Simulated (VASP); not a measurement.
Input of a VASP 6.6.1 run:

INCAR

```
SYSTEM = NaCl
ALGO     = Normal         ! electronic algorithm
EDIFF    = 1E-7           ! SCF threshold, eV
ENCUT    = 520            ! plane-wave cutoff, eV
GGA      = PS             ! functional
ISIF     = 2              ! what is computed and relaxed
ISMEAR   = 0              ! smearing method
LASPH    = .TRUE.         ! aspherical terms in the spheres
LCHARG   = .FALSE.        ! write CHGCAR
LREAL    = .FALSE.        ! projectors in reciprocal space
LWAVE    = .FALSE.        ! write WAVECAR
NBANDS   = 14             ! bands
NELM     = 100            ! most SCF steps
PREC     = Accurate       ! precision mode
SIGMA    = 0.02           ! smearing width, eV
```

The input KPOINTS:

```
k-points
0
G
  6 6 6
  0 0 0
```

The input POSCAR:

```
NaCl
1.0
    3.6149955399     -0.0350219000      0.0075297085
   -0.0350219000      3.6353082419     -0.0043076937
    0.0075297085     -0.0043076937      3.6015121084
Na Cl
1 1
Direct
   -0.0003483535     -0.0428246326     -0.0006795748
    0.5003483535      0.5428246326      0.5006795748
```

Potentials or basis: VASP PAW PBE potentials, release 64 (Na_pv, Cl).

Run with:

```bash
$ cat potpaw_PBE.64/Na_pv/POTCAR potpaw_PBE.64/Cl/POTCAR > POTCAR
$ mpirun -np 1 vasp_std > vasp.out
```

**Question.** Estimate the pressure.

**Answer.** -2.5 GPa.

**Question.** What does it give for the band gap on the k mesh?

**Answer.** 3.60 eV, indirect (least direct gap 4.01 eV).

Stress tensor (GPa, compression positive):
```
-2.55 -0.07  0.01
-0.07 -2.55  0.00
 0.01  0.00 -2.33
```

Caveat: the cell differs from its parent crystal (atoms moved at random and the cell strained at random); the PAW data sets were made with another functional, which shifts forces and pressure a little. A k mesh can miss the band edges.
